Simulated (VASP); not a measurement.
Runs of VASP 6.6.1 on InSb. The structure is that of space group F-43m (No. 216), or close to it. The cells are those of the table. 

```tsv
task	cell	k mesh	k mesh for the DOS	occupations for the DOS	gap on the mesh (eV)	pressure (GPa)
single point	a = 4.581 Å, angles 60.0°, 2 atoms	3 × 3 × 3	-	-	none	(a)
electric field gradients	a = 4.519 Å, angles 60.0°, 2 atoms	9 × 9 × 9	-	-	-	5.4
single point	a = 4.581 Å, angles 60.0°, 2 atoms	13 × 13 × 13	-	-	none	3.1
single point	a = 4.605, b = 4.605, c = 4.536 Å, angles 60.5, 60.5, 59.0°, 2 atoms	9 × 9 × 9	-	-	none	3.1
single point	a = 4.550 Å, angles 60.0°, 2 atoms	9 × 9 × 9	-	-	none	4.2
electric field gradients	a = 4.611 Å, angles 60.0°, 2 atoms	9 × 9 × 9	-	-	none	(b)
single point	a = 4.581 Å, angles 60.0°, 2 atoms	7 × 7 × 7	-	-	none	3.2
```

Alike in all rows: level PBE; potentials or basis VASP PAW PBE potentials, release 64 (In_d, Sb); no spin polarisation; cutoff (eV) 520; smearing fermi-dirac 0.05 eV.

**Question.** Estimate the missing entries.

**Answer.** (a) 4.8; (b) 2.2.

Caveats: some runs use coarse meshes; spin-orbit coupling is left out, which moves the levels of the heavy elements.

A k mesh can miss the band edges, and the runs leave out spin-orbit coupling on In, Sb.

A gap of «none» marks levels without a gap at the run's occupations.
